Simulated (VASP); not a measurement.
Write the native input for VASP 6.6.1 that does the following.

* Task: single point
* Functional: LDA
* Potentials or basis: VASP PAW LDA potentials, release 64 (Bi_d)
* Cutoff: 520 eV
* k mesh: 18 × 18 × 18
* Occupations: gaussian, width 0.15 eV
* Spin: no spin polarisation
* Dipole correction: no
* Further INCAR settings: ALGO = Fast; EDIFF = 1e-07; NBANDS = 14

The structure of Bi lies in POSCAR:

```
Bi
1.0
   -2.0927869277      1.8700741359      1.9814305318
    2.0927869277     -1.8700741359      1.9814305318
    2.0927869277      1.8700741359     -1.9814305318
Bi
1
Direct
    0.0000000000      0.0000000000      0.0000000000
```

This cell differs from its parent crystal: strain +0.0562 x Voigt [1, -1, 0, 0, 0, 0].

These files were run (other wordings do the same):

INCAR

```
ALGO = Fast
EDIFF = 1E-7
ENCUT = 520
ISIF = 2
ISMEAR = 0
LASPH = True
LCHARG = True
LELF = True
LREAL = False
LVHAR = True
LWAVE = False
NBANDS = 14
NELM = 80
PREC = Accurate
SIGMA = 0.15
```

KPOINTS

```
k-points
0
Gamma
  18 18 18
```

Potentials or basis: VASP PAW LDA potentials, release 64 (Bi_d).

Launch:

```console
$ cat potpaw_LDA.64/Bi_d/POTCAR > POTCAR
$ mpirun -np 1 vasp_std > vasp.out
```

Results of the run:

```yaml
Pressure: -2.9 GPa
Band_gap_on_the_k_mesh: zero (an odd number of electrons rules out a gap without spin polarisation)
```

Caveat: the cell differs from its parent crystal (strain +0.0562 x Voigt [1, -1, 0, 0, 0, 0]); spin-orbit coupling is left out, which moves the levels of the heavy elements.

Run time: 2.7 min on 1 thread of Intel(R) Xeon(R) 6975P-C (Granite Rapids), on a shared host, peak memory 0.41 GiB.
